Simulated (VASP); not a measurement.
Set up this calculation in VASP 6.6.1, as the native input.

| Property | Result |
| --- | --- |
| Task | single point |
| Functional | PBE |
| Potentials or basis | VASP PAW PBE potentials, release 64 (Si, C) |
| Cutoff | 520 eV |
| k mesh | 12 × 12 × 12 |
| Occupations | gaussian, width 0.05 eV |
| Spin | no spin polarisation |
| Dipole correction | no |
| Further INCAR settings | ALGO = Normal; EDIFF = 1e-06; NBANDS = 11 |

The structure of SiC lies in POSCAR:

```
SiC
1.0
    0.0000000000      2.1601197639      2.1601197639
    2.1601197639      0.0000000000      2.1601197639
    2.2803664308      2.2803664308     -0.1202466669
Si C
1 1
Direct
    0.0000000000      0.0000000000      0.0000000000
    0.7500000000      0.7500000000      0.7500000000
```

One way to write it, as run:

INCAR

```
SYSTEM = SiC
ALGO = Normal
EDIFF = 1E-6
ENCUT = 520
GGA = PE
ISIF = 2
ISMEAR = 0
LASPH = .TRUE.
LCHARG = .FALSE.
LREAL = .FALSE.
LWAVE = .FALSE.
NBANDS = 11
NELM = 80
PREC = Accurate
SIGMA = 0.05
```

KPOINTS

```
k-points
0
G
  12 12 12
  0 0 0
```

Potentials or basis: VASP PAW PBE potentials, release 64 (Si, C).

Launch:

```bash
$ cat potpaw_PBE.64/Si/POTCAR potpaw_PBE.64/C/POTCAR > POTCAR
$ mpirun -np 1 vasp_std > vasp.out
```

It gave:

```
Pressure               : -6.0 GPa
Largest force          : 0.254 eV/Å
Band gap on the k mesh : 1.15 eV, indirect (least direct gap 4.00 eV)
```

It took 50 s on 1 thread of Intel Xeon 6975P-C (shared host), peak memory 0.16 GiB.
